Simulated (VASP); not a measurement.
A run of VASP 6.6.1:

File INCAR:

```
PREC = Accurate
ENCUT = 500
EDIFF = 1E-6
ISMEAR = 0
SIGMA = 0.1
LREAL = False
LASPH = True
NELM = 120
ALGO = Normal
ISIF = 2
LWAVE = False
LCHARG = False
GGA = PE
NBANDS = 12
GGA_COMPAT = False
```

File KPOINTS:

```
Automatic mesh
0
Gamma
  18 18 18
```

File POSCAR:

```
Ta
1.0
   -1.6594766945      1.6594766945      1.6594766945
    1.6594766945     -1.6594766945      1.6594766945
    1.6594766945      1.6594766945     -1.6594766945
Ta
1
Direct
    0.0000000000      0.0000000000      0.0000000000
```

Potentials or basis: VASP PAW PBE potentials, release 64 (Ta_pv).

Launch:

```sh
$ cat potpaw_PBE.64/Ta_pv/POTCAR > POTCAR
$ mpirun -np 1 vasp_std > vasp.out
```

Hardware: 1 thread of Intel(R) Xeon(R) Platinum 8375C CPU @ 2.90GHz (Ice Lake) (shared host).

Estimate the wall time of this run.

Run time: 16 s on 1 thread of Intel(R) Xeon(R) Platinum 8375C CPU @ 2.90GHz (Ice Lake) (shared host), peak memory 0.17 GiB. Counts: scf iterations 11, k points 195.
